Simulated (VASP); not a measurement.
Input of a VASP 6.6.1 run:

File INCAR:

```
SYSTEM = Ni
  ALGO = Normal
  EDIFF = 1E-6
  ENCUT = 520
  GGA = RP
  ISIF = 2
  ISMEAR = -1
  ISPIN = 2
  LASPH = .True.
  LCHARG = .False.
  LMAXMIX = 4
  LORBIT = 11
  LREAL = .False.
  LWAVE = .False.
  MAGMOM = 0.698 0.698
  NBANDS = 21
  NELM = 150
  PREC = Accurate
  SIGMA = 0.05
```

File KPOINTS:

```
k-points
0
Gamma
  18 18 9
  0 0 0
```

The input POSCAR:

```
Ni
1.0
   -1.7503802745      1.4415807909      1.2844347146
    1.4415807909     -1.7503802745      1.2844347146
    3.2944172979      3.2944172979     -1.8500015344
Ni
2
Direct
    0.9584903673      0.0415096327      0.0000000000
    0.7915096327      0.2084903673      0.5000000000
```

Potentials or basis: VASP PAW PBE potentials, release 64 (Ni).

Run with:

```sh
$ cat potpaw_PBE.64/Ni/POTCAR > POTCAR
$ mpirun -np 1 vasp_std > vasp.out
```

(1) Estimate the site moments.

(2) What does it give for the pressure?

(3) Predict the net moment.

Results:

(1) Ni +0.70 μB.

(2) -14.8 GPa.

(3) 1.34 μB per cell.

Caveat: the cell stands under tension; the PAW data sets were made with another functional, which shifts forces and pressure a little.
